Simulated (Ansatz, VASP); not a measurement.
**SnO in VASP and in Ansatz**

```
CELL_PARAMETERS angstrom
3.35500 0.00000 0.00000
0.00000 5.67410 0.00000
0.00000 0.00000 4.22197
ATOMIC_POSITIONS crystal
Sn 0.99540 0.20457 0.49295
Sn 0.49771 0.75249 0.98922
O 0.99708 0.88009 0.73302
O 0.49581 0.07271 0.23794
```

Alike in both runs: task single point; functional LDA; k mesh 4 × 3 × 3; no spin polarisation.

```csv
,VASP,Ansatz
version,VASP 6.6.1,Ansatz 0.2.0
potentials or method,"VASP PAW LDA potentials, release 64 (Sn_d, O_h)","plane waves, PAW"
plane-wave cutoff (eV),1340,420
occupations,"gaussian, width 0.01 eV",fixed
valence electrons in the cell,40,40
```

Ansatz gave:

| Property | Result |
| --- | --- |
| rms of the force components (eV/Å) | 0.051 |

Which values does VASP return?

rms of the force components (eV/Å): 0.071.

LDA's correlation is that of Perdew and Zunger in VASP and of Perdew and Wang (1992) in Ansatz. Atom by atom the forces differ by 0.043 eV/Å (rms over components).

The k mesh is coarse, so the values compare programs but aren't converged.
